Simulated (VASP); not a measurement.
The system is BPd4.

```
B Pd
1.0
     4.20263    0.00000    0.00000
     0.00000    4.20263    0.00000
     0.00000    0.00000    4.20263
B Pd
1 4
Direct
  0.50000 0.50000 0.50000
  0.23425 0.23425 0.23425
  0.76575 0.76575 0.23425
  0.76575 0.23425 0.76575
  0.23425 0.76575 0.76575
```

Base run:

```yaml
Program: VASP 6.6.1
Functional: PBE
Potentials_or_basis: VASP PAW PBE potentials, release 64 (B, Pd_sv_GW)
Cutoff: 540 eV
k_mesh: 10 × 10 × 10
Occupations: gaussian, width 0.1 eV
Spin: no spin polarisation
```

Its results: pressure -2.3 GPa; largest force 0.017 eV/Å.

**Question.** The run is repeated on the same cell with these changes: potentials or basis from VASP PAW PBE potentials, release 64 (B, Pd_sv_GW) to VASP PAW PBE potentials, release 64 (B, Pd); cutoff from 540 eV to 520 eV; further incar settings from ALGO = Normal; EDIFF = 1e-06; NBANDS = 46 to ALGO = Fast; EDIFF = 1e-06; NBANDS = 30; valence electrons from 75 to 43. What comes out?

**Answer.** Pressure 0.2 GPa; largest force 0.081 eV/Å.
